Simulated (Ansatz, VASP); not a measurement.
**Pb in VASP and in Ansatz**

```
CELL_PARAMETERS angstrom
0.00000 2.46980 2.27222
2.46980 0.00000 2.27222
2.46980 2.46980 0.00000
ATOMIC_POSITIONS crystal
Pb 0.00000 0.00000 0.00000
```

Change from the starting cell: strain +0.000 along x and y, -0.080 along z, atoms carried along.

Alike in both runs: task single point; functional PBE; k mesh 16 × 16 × 16; occupations gaussian, width 0.15 eV; no spin polarisation.

|  | VASP | Ansatz |
| --- | --- | --- |
| version | VASP 6.6.1 | Ansatz 0.2.0 |
| potentials or method | VASP PAW PBE potentials, release 64 (Pb_d), cutoff 520 eV | scalar-relativistic, plane waves, PAW |
| valence electrons in the cell | 14 | 14 |

```tsv
	VASP	Ansatz	Ansatz less VASP
gap on the k mesh at the Fermi level (eV)	none	none	-
pressure (GPa)	7.9	7.9	+0.01
traceless stress, the component that is largest in VASP (GPa)	0.88	0.88	-0.005
```

A gap of «none» marks a metal or a gap that the smearing closes.

Neither program's run includes spin-orbit coupling.
